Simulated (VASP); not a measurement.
The system is Cd4H.

```
Cd H
1.0
    -3.09422    3.09422    3.09422
     3.09422   -3.09422    3.09422
     3.09422    3.09422   -3.09422
Cd H
4 1
Direct
  0.00000 0.63058 0.00000
  0.36942 0.36942 0.36942
  0.00000 0.00000 0.63058
  0.63058 0.00000 0.00000
  0.00000 0.00000 0.00000
```

The cell was generated, and may not be a known phase.

- Program: VASP 6.6.1
- Task: relaxation of cell and atoms
- Functional: PBE
- Potentials or basis: VASP PAW PBE potentials, release 64 (Cd, H)
- Cutoff: 600 eV
- k mesh: 4 × 4 × 4
- Occupations: gaussian, width 0.1 eV
- Spin: no spin polarisation

At the start: pressure 0.9 GPa; volume 23.70 Å³/atom.

Where does the relaxation end?

Over 7 steps the energy falls by 58.3 meV/atom and the volume is 21.91 Å³/atom (-7.6 %); space group I-43m (No. 217, to 0.1 Å) before and after.

The path:
```
step  energy change (eV)  largest force (eV/Å)  pressure (GPa)  volume (Å³)
   1              0.0000                0.7681            0.93       118.50
   2             -0.0982                0.4823           -0.05       120.88
   3             -0.1586                0.1629           -1.31       125.12
   4             -0.2026                0.1562           -1.02       121.00
   5             -0.2769                0.1331            0.56       109.16
   6             -0.2883                0.0571            0.34       109.35
   7             -0.2915                0.0038            0.16       109.53
```

Final structure:
```
Cd H
1.0
    -3.01411    3.01411    3.01411
     3.01411   -3.01411    3.01411
     3.01411    3.01411   -3.01411
Cd H
4 1
Direct
  0.00000 0.58361 0.00000
  0.41639 0.41639 0.41639
  0.00000 0.00000 0.58361
  0.58361 0.00000 0.00000
  0.00000 0.00000 0.00000
```
